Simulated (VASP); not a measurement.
# SiC (F-43m) in VASP: single point with LDA

Aim: the single point of SiC with LDA.

Program: VASP 6.6.1. These are calculated values, not measurements. Logs are shortened: lines on timing, memory, paths and dates and some standing lists are left out, and cuts for length are marked.

**1. The cell of the first run**

The structure is cubic, space group F-43m (No. 216). Conventional cell: a = 4.329 Å, b = 4.329 Å, c = 4.329 Å, α = 90.00°, β = 90.00°, γ = 90.00°. Within 2.5 Å of Si (site symmetry -43m) lie 4 C at 1.87 Å. C (site symmetry -43m) has 4 Si at 1.87 Å within 2.5 Å.

**2. Single point, LDA**

Input file INCAR:

```
SYSTEM = SiC
PREC = Accurate ; ENCUT = 520
EDIFF = 1E-6 ; ISMEAR = 0
SIGMA = 0.01 ; LREAL = Auto
LASPH = .True. ; NELM = 100
ALGO = Normal ; ISIF = 2
LWAVE = .False. ; LCHARG = .False.
GGA = CA ; NBANDS = 86
```

Input file KPOINTS:

```
Automatic mesh
0
Gamma
  2 2 2
  0.5 0.5 0.5
```

Input file POSCAR:

```
SiC
1.0
    4.3291140402      4.3291140402     -4.3291140402
   -4.3291140402     -4.3291140402     -4.3291140402
   -4.3291140402      4.3291140402      4.3291140402
Si C
16 16
Direct
    0.2500000000      0.0000000000      0.0000000000
    0.5000000000      0.7500000000      0.0000000000
    0.7500000000      0.5000000000      0.0000000000
    0.7500000000      0.0000000000      0.5000000000
    0.0000000000      0.0000000000      0.2500000000
    0.2500000000      0.7500000000      0.2500000000
    0.5000000000      0.5000000000      0.2500000000
    0.7500000000      0.2500000000      0.2500000000
    0.0000000000      0.2500000000      0.0000000000
    0.5000000000      0.0000000000      0.7500000000
    0.7500000000      0.7500000000      0.7500000000
    0.0000000000      0.7500000000      0.5000000000
    0.2500000000      0.5000000000      0.5000000000
    0.5000000000      0.2500000000      0.5000000000
    0.0000000000      0.5000000000      0.7500000000
    0.2500000000      0.2500000000      0.7500000000
    0.2500000000      0.0000000000      0.7500000000
    0.5000000000      0.7500000000      0.7500000000
    0.7500000000      0.5000000000      0.7500000000
    0.7500000000      0.0000000000      0.2500000000
    0.0000000000      1.0000000000      0.0000000000
    0.2500000000      0.7500000000      0.0000000000
    0.5000000000      0.5000000000      0.0000000000
    0.7500000000      0.2500000000      0.0000000000
    0.0000000000      0.2500000000      0.7500000000
    0.5000000000      0.0000000000      0.5000000000
    0.7500000000      0.7500000000      0.5000000000
    0.0000000000      0.7500000000      0.2500000000
    0.2500000000      0.5000000000      0.2500000000
    0.5000000000      0.2500000000      0.2500000000
    0.0000000000      0.5000000000      0.5000000000
    0.2500000000      0.2500000000      0.5000000000
```

Potentials or basis: VASP PAW LDA potentials, release 64 (Si, C).

Launch:

```
> cat potpaw_LDA.64/Si/POTCAR potpaw_LDA.64/C/POTCAR > POTCAR
> mpirun -np 1 vasp_std > vasp.out
```

OUTCAR:

```text
SYSTEM = SiC
   PREC = Accurate
   ENCUT = 520
   EDIFF = 1E-6
   ISMEAR = 0
   LREAL = Auto
   LASPH = .True.
   NELM = 100
   ISIF = 2
   GGA = CA

 ion  position               nearest neighbor table
   1  0.250  0.000  0.000-  17 1.87  21 1.87  22 1.87  30 1.87   8 3.06   9 3.06  10 3.06  14 3.06
                            16 3.06   2 3.06   5 3.06   6 3.06   7 3.06  12 3.06  15 3.06  11 3.06
   2  0.500  0.750  0.000-  18 1.87  20 1.87  22 1.87  23 1.87   6 3.06   7 3.06   8 3.06  10 3.06
                            11 3.06   1 3.06   3 3.06   4 3.06   5 3.06  13 3.06  16 3.06  15 3.06
   3  0.750  0.500  0.000-  19 1.87  23 1.87  24 1.87  28 1.87   8 3.06   9 3.06  11 3.06  12 3.06
                            15 3.06   2 3.06   5 3.06   6 3.06   7 3.06  14 3.06  10 3.06  16 3.06
   4  0.750  0.000  0.500-  20 1.87  25 1.87  26 1.87  27 1.87  11 3.06  12 3.06  14 3.06  15 3.06
                            16 3.06   5 3.06   8 3.06   9 3.06  10 3.06   2 3.06   7 3.06   6 3.06
   5  0.000  0.000  0.250-  20 1.87  21 1.87  28 1.87  32 1.87   9 3.06  12 3.06  13 3.06  14 3.06
                            16 3.06   1 3.06   4 3.06   6 3.06   8 3.06  11 3.06   3 3.06   2 3.06
   6  0.250  0.750  0.250-  22 1.87  26 1.87  28 1.87  29 1.87   7 3.06  10 3.06  12 3.06  13 3.06
                            14 3.06   1 3.06   2 3.06   4 3.06   5 3.06  15 3.06   9 3.06   3 3.06
   7  0.500  0.500  0.250-  23 1.87  27 1.87  29 1.87  30 1.87   8 3.06  11 3.06  12 3.06  13 3.06
                            14 3.06   2 3.06   3 3.06   4 3.06   6 3.06  16 3.06   1 3.06   9 3.06
   8  0.750  0.250  0.250-  20 1.87  24 1.87  30 1.87  31 1.87   9 3.06  12 3.06  13 3.06  14 3.06
                            15 3.06   3 3.06   4 3.06   5 3.06   7 3.06  10 3.06   2 3.06   1 3.06
   9  0.000  0.250  0.000-  21 1.87  24 1.87  25 1.87  29 1.87   7 3.06   8 3.06  13 3.06  15 3.06
                            16 3.06   1 3.06   3 3.06   5 3.06   6 3.06   4 3.06  11 3.06  10 3.06
  10  0.500  0.000  0.750-  17 1.87  18 1.87  24 1.87  26 1.87   8 3.06   9 3.06  11 3.06  14 3.06
                            16 3.06   1 3.06   2 3.06   3 3.06   4 3.06   6 3.06  13 3.06  12 3.06
  11  0.750  0.750  0.750-  18 1.87  19 1.87  21 1.87  27 1.87   5 3.06   9 3.06  10 3.06  12 3.06
                            15 3.06   1 3.06   2 3.06   3 3.06   4 3.06   7 3.06  14 3.06  13 3.06
[... 9 lines left out ...]
                            15 3.06   1 3.06   2 3.06   3 3.06   7 3.06   5 3.06  12 3.06   4 3.06
  17  0.250  0.000  0.750-   1 1.87  10 1.87  12 1.87  16 1.87
  18  0.500  0.750  0.750-   2 1.87  10 1.87  11 1.87  13 1.87
  19  0.750  0.500  0.750-   3 1.87  11 1.87  14 1.87  15 1.87
  20  0.750  0.000  0.250-   2 1.87   4 1.87   5 1.87   8 1.87
  21  0.000  0.000  0.000-   1 1.87   5 1.87   9 1.87  11 1.87
  22  0.250  0.750  0.000-   1 1.87   2 1.87   6 1.87  15 1.87
[... 8 lines left out ...]
  31  0.000  0.500  0.500-   8 1.87  12 1.87  13 1.87  15 1.87
  32  0.250  0.250  0.500-   5 1.87  13 1.87  14 1.87  16 1.87

  LATTYP: Found a body centered cubic cell.
 ALAT       =     8.6582280804

  Lattice vectors:

 A1 = (   4.3291140402,   4.3291140402,  -4.3291140402)
 A2 = (  -4.3291140402,  -4.3291140402,  -4.3291140402)
 A3 = (  -4.3291140402,   4.3291140402,   4.3291140402)

Analysis of symmetry for initial positions (statically):
=====================================================================
 Subroutine PRICEL returns following result:

  LATTYP: Found a face centered cubic cell.
 ALAT       =     4.3291140402

  Lattice vectors:

 A1 = (  -2.1645570201,  -2.1645570201,   0.0000000000)
 A2 = (   0.0000000000,  -2.1645570201,   2.1645570201)
 A3 = (  -2.1645570201,   0.0000000000,   2.1645570201)

  16 primitive cells build up your supercell.

 Routine SETGRP: Setting up the symmetry group for a
 body centered cubic supercell.

 Subroutine GETGRP returns: Found 24 space group operations
 (whereof 24 operations were pure point group operations)
 out of a pool of 48 trial point group operations.

The static configuration has the point symmetry T_d .

Analysis of symmetry for dynamics (positions and initial velocities):
=====================================================================
 Subroutine PRICEL returns following result:

  LATTYP: Found a face centered cubic cell.
 ALAT       =     4.3291140402

  Lattice vectors:

 A1 = (  -2.1645570201,  -2.1645570201,   0.0000000000)
 A2 = (   0.0000000000,  -2.1645570201,   2.1645570201)
 A3 = (  -2.1645570201,   0.0000000000,   2.1645570201)

  16 primitive cells build up your supercell.

 Routine SETGRP: Setting up the symmetry group for a
 body centered cubic supercell.

 Subroutine GETGRP returns: Found 24 space group operations
 (whereof 24 operations were pure point group operations)
 out of a pool of 48 trial point group operations.

The dynamic configuration has the point symmetry T_d .

 Subroutine INISYM returns: Found 24 space group operations
 (whereof 24 operations are pure point group operations),
 and found    16 'primitive' translations

----------------------------------------------------------------------------------------

                                     Primitive cell

  volume of cell :      20.2832

  direct lattice vectors                    reciprocal lattice vectors
    -2.164557020 -2.164557020  0.000000000    -0.230994146 -0.230994146 -0.230994146
     0.000000000 -2.164557020  2.164557020     0.230994146 -0.230994146  0.230994146
    -2.164557020  0.000000000  2.164557020    -0.230994146  0.230994146  0.230994146

  length of vectors
     3.061145894  3.061145894  3.061145894     0.400093597  0.400093597  0.400093597

  position of ions in fractional coordinates (direct lattice)
     0.750000000  0.750000000  0.750000000
     0.000000000  0.000000000  0.000000000

  ion indices of the primitive-cell ions
   primitive index   ion index
                 1           1
                 2          17

----------------------------------------------------------------------------------------

 KPOINTS: Automatic mesh

Automatic generation of k-mesh.
 Grid dimensions read from file:
 generate k-points for:    2    2    2

 Generating k-lattice:

  Cartesian coordinates                     Fractional coordinates (reciprocal lattice)
     0.000000000  0.057748536 -0.057748536     0.500000000  0.000000000  0.000000000
    -0.057748536  0.000000000 -0.057748536     0.000000000  0.500000000  0.000000000
    -0.057748536  0.057748536  0.000000000     0.000000000  0.000000000  0.500000000

  Length of vectors
     0.081668763  0.081668763  0.081668763

  Shift w.r.t. Gamma in fractional coordinates (k-lattice)
     0.500000000  0.500000000  0.500000000

 Subroutine IBZKPT returns following result:
 ===========================================

 Found      2 irreducible k-points:

 Following reciprocal coordinates:
            Coordinates               Weight
  0.250000  0.250000  0.250000      2.000000
 -0.250000  0.250000  0.250000      6.000000
   k-points           NKPTS =      2   k-points in BZ     NKDIM =      2   number of bands    NBANDS=     86
   number of dos      NEDOS =    301   number of ions     NIONS =     32
   total plane-waves  NPLWV = 175616
   dimension x,y,z NGX =    56 NGY =   56 NGZ =   56
   dimension x,y,z NGXF=   112 NGYF=  112 NGZF=  112
   ions per type =              16  16
   NGX,Y,Z   is equivalent  to a cutoff of  12.42, 12.42, 12.42 a.u.
   NGXF,Y,Z  is equivalent  to a cutoff of  24.83, 24.83, 24.83 a.u.
 SYSTEM =  SiC
   PREC   = accura    normal or accurate (medium, high low for compatibility)
   ISTART =      0    job   : 0-new  1-cont  2-samecut
   ICHARG =      2    charge: 1-file 2-atom 10-const
   ISPIN  =      1    spin polarized calculation?
   LNONCOLLINEAR =      F non collinear calculations
   LSORBIT =      F    spin-orbit coupling
   LASPH  =      T    aspherical Exc in radial PAW
   ENCUT  =  520.0 eV  38.22 Ry    6.18 a.u.  13.94 13.94 13.94*2*pi/ulx,y,z
   NELM   =    100;   NELMIN=  2; NELMDL= -5     # of ELM steps
   EDIFF  = 0.1E-05   stopping-criterion for ELM
   LREAL  =      T    real-space projection
   EDIFFG = 0.1E-04   stopping-criterion for IOM
   NSW    =      0    number of steps for IOM
   IBRION =     -1    ionic relax: 0-MD 1-quasi-New 2-CG
   NFREE  =      0    steps in history (QN), initial steepest desc. (CG)
   ISIF   =      2    stress and relaxation
   ISYM   =      2    0-nonsym 1-usesym 2-fastsym
   POTIM  = 0.5000    time-step for ionic-motion
   TEBEG  =    0.0;   TEEND  =   0.0 temperature during run
   PSTRESS=    0.0 pullay stress
   NELECT =     128.0000    total number of electrons
   NUPDOWN=      -1.0000    fix difference up-down
   EMIN   =  10.00;   EMAX   =-10.00  energy-range for DOS
   EFERMI =   0.00;   METHOD = LEGACY
   ISMEAR =     0;   SIGMA  =   0.01  broadening in eV -4-tet -1-fermi 0-gaus
   EFERMI_NEDOS =   21; number of points for ismear=-14 and -15
   IALGO  =     38    algorithm
   IMIX   =      4    mixing-type and parameters
     AMIX     =   0.40;   BMIX     =  1.00
     AMIX_MAG =   1.60;   BMIX_MAG =  1.00
  volume/ion in A,a.u.               =      10.14        68.44
  Fermi-wavevector in a.u.,A,eV,Ry     =   1.200584  2.268774 19.611456  1.441401
  Thomas-Fermi vector in A             =   2.336416
   LORBIT       =      0    0 simple, 1 ext, 2 COOP (PROOUT), +10 PAW based schemes
   GGA     = CA    functional components
   LHFCALC =     F    Hartree Fock is set to
   AEXX    =    0.0000 exact exchange contribution
   IVDW    =     0    specifies the selected vdW correction
   LEPSILON=     F    determine dielectric tensor
   LRPA    =     F    only Hartree local field effects (RPA)
 non-spin polarized calculation
 Gauss-broadening in eV      SIGMA  =   0.01
  energy-cutoff  :      520.00
  volume of cell :      324.53
 maximum number of plane-waves:      8796
   NGX = 27   NGY = 27   NGZ = 27

 number of electron     127.9999973 magnetization

 Free energy of the ion-electron system (eV)
  ---------------------------------------------------
  ext. energy  EPLUGINS =         0.00000000
  ---------------------------------------------------
  free energy    TOTEN  =      -266.26591801 eV

  energy without entropy =     -266.26591801  energy(sigma->0) =     -266.26591801

 E-fermi :   7.7980     XC(G=0): -11.6412

 val. band max:        7.6815968315   @ k =   0.2500   0.2500   0.2500
 cond. band min:      10.3166627456   @ k =  -0.2500   0.2500   0.2500
 fundamental gap:      2.6350659140
 Fermi energy:         7.7979501092

 k-point     1 :       0.2500    0.2500    0.2500
  band No.  band energies     occupation
      1      -5.9608      2.00000
      2      -5.9608      2.00000
      3      -5.9608      2.00000
      4      -5.9608      2.00000
      5      -3.1151      2.00000
      6      -3.1151      2.00000
[... 68 lines left out ...]
     75      11.9686      0.00000
     76      11.9686      0.00000

 k-point     2 :      -0.2500    0.2500    0.2500
  band No.  band energies     occupation
      1      -6.7674      2.00000
      2      -5.1687      2.00000
      3      -5.1687      2.00000
      4      -5.1687      2.00000
      5      -5.1687      2.00000
      6      -3.8265      2.00000
[... 68 lines left out ...]
     75      13.6378      0.00000
     76      13.6378      0.00000
 [bands above 76 left out]

------------------------ aborting loop because EDIFF is reached ----------------------------------------

  FORCE on cell =-STRESS in cart. coord.  units (eV):
  Direction    XX          YY          ZZ          XY          YZ          ZX
  --------------------------------------------------------------------------------------
  -------------------------------------------------------------------------------------
  Total        0.6329594      0.6329594      0.6329594      0.0000000     -0.0000000      0.0000000
  in kB        3.1248512      3.1248512      3.1248512      0.0000000     -0.0000000      0.0000000
  external PRESSURE =       3.1248512 kB  Pullay stress =       0.0000000 kB

 VOLUME and BASIS-vectors are now :
 -----------------------------------------------------------------------------
  energy-cutoff  :      520.00
  volume of cell :      324.53
      direct lattice vectors                 reciprocal lattice vectors
     4.329114040  4.329114040 -4.329114040     0.000000000  0.115497073 -0.115497073
    -4.329114040 -4.329114040 -4.329114040    -0.115497073  0.000000000 -0.115497073
    -4.329114040  4.329114040  4.329114040    -0.115497073  0.115497073  0.000000000

 POSITION                                       TOTAL-FORCE (eV/Angst)
 -----------------------------------------------------------------------------------
      1.08228      1.08228     -1.08228        -0.000000     -0.000000     -0.000000
     -1.08228     -1.08228     -5.41139        -0.000000     -0.000000      0.000000
      1.08228      1.08228     -5.41139        -0.000000     -0.000000     -0.000000
      1.08228      5.41139     -1.08228         0.000000      0.000000     -0.000000
     -1.08228      1.08228      1.08228        -0.000000     -0.000000      0.000000
     -3.24684     -1.08228     -3.24684        -0.000000     -0.000000     -0.000000
[... 24 lines left out ...]
     -4.32911      0.00000      0.00000        -0.000000      0.000000      0.000000
     -2.16456      2.16456      0.00000        -0.000000      0.000000      0.000000
 -----------------------------------------------------------------------------------
    total drift:                                0.000009     -0.000009      0.000009

  FREE ENERGIE OF THE ION-ELECTRON SYSTEM (eV)
  ---------------------------------------------------
  free  energy   TOTEN  =      -266.2659180088 eV

  energy  without entropy=     -266.2659180088  energy(sigma->0) =     -266.26591801
```

It took 2.3 min on 1 thread of Intel Xeon 8259CL, shared host; peak memory 0.32 GiB.

Results:

```yaml
Free_energy: -266.2659 eV
Pressure: 0.3 GPa
Band_gap_on_the_k_mesh: 2.64 eV
```

Levels at points of the mesh, in eV from the valence-band top:
```tsv
k point	band 60	band 61	band 62	band 63	band 64	band 65	band 66	band 67	band 68	band 69
(0.25, 0.25, 0.25)	0.00	0.00	0.00	0.00	0.00	4.29	4.29	4.29	4.29	4.29
```

Caveat: a shifted mesh leaves out Γ, where band edges can lie. A k mesh can miss the band edges.
